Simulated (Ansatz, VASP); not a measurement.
One calculation of Zr, two programs

The input INCAR:

```
PREC = Accurate ; ENCUT = 520
EDIFF = 1E-6 ; ISMEAR = 0
SIGMA = 0.1 ; LREAL = False
LASPH = True ; NELM = 80
ALGO = Fast ; ISIF = 2
LWAVE = False ; LCHARG = False
GGA = PE ; NBANDS = 32
```

File KPOINTS:

```
regular mesh
0
Gamma
  6 6 4
```

File POSCAR:

```
Zr
1.0
    1.8023103959     -5.7172988389      0.0000000000
    1.8023103959      5.7172988389      0.0000000000
    0.0000000000      0.0000000000      4.7698607456
Zr
4
Direct
    0.0980000000      0.9020000000      0.9100000000
    0.5980000000      0.4020000000      0.5900000000
    0.9020000000      0.0980000000      0.0900000000
    0.4020000000      0.5980000000      0.4100000000
```

Input for Ansatz:

```yaml
crystal:
  lattice:
    - [1.8023103959, -5.7172988389, 0.0]
    - [1.8023103959, 5.7172988389, 0.0]
    - [0.0, 0.0, 4.7698607456]
  atoms:
    - { symbol: Zr, position: [0.098, 0.902, 0.91] }
    - { symbol: Zr, position: [0.598, 0.402, 0.59] }
    - { symbol: Zr, position: [0.902, 0.098, 0.09] }
    - { symbol: Zr, position: [0.402, 0.598, 0.41] }
basis:
  ecutwfc: 420
kpoints:
  mp_grid: { grid: [6, 6, 4] }
hamiltonian:
  xc: pbe
scf:
  occupations: { method: gaussian, width: 0.1 }
  lower_state_search: "off"
output:
  forces: true
  stress: true
  eigenvalues: true
```

Alike in both runs: task single point; functional PBE; k mesh 6 × 6 × 4; occupations gaussian, width 0.1 eV; no spin polarisation.

```csv
,VASP,Ansatz
version,VASP 6.6.1,Ansatz 0.2.0
potentials or method,"VASP PAW PBE potentials, release 64 (Zr_sv), cutoff 520 eV","scalar-relativistic, plane waves, PAW"
valence electrons in the cell,48,48
```

```tsv
	VASP	Ansatz	Ansatz less VASP
gap on the k mesh at the Fermi level (eV)	none	none	-
pressure (GPa)	11.5	11.0	-0.52
traceless stress, the component that is largest in VASP (GPa)	-3.82	-3.68	+0.137
rms of the force components (eV/Å)	2.620	2.569	-0.0514
```

Atom by atom the forces differ by 0.051 eV/Å (rms over components). A gap of «none» marks a metal or a gap that the smearing closes. With one functional, cell and mesh, what is left measures potentials, basis and numerics.
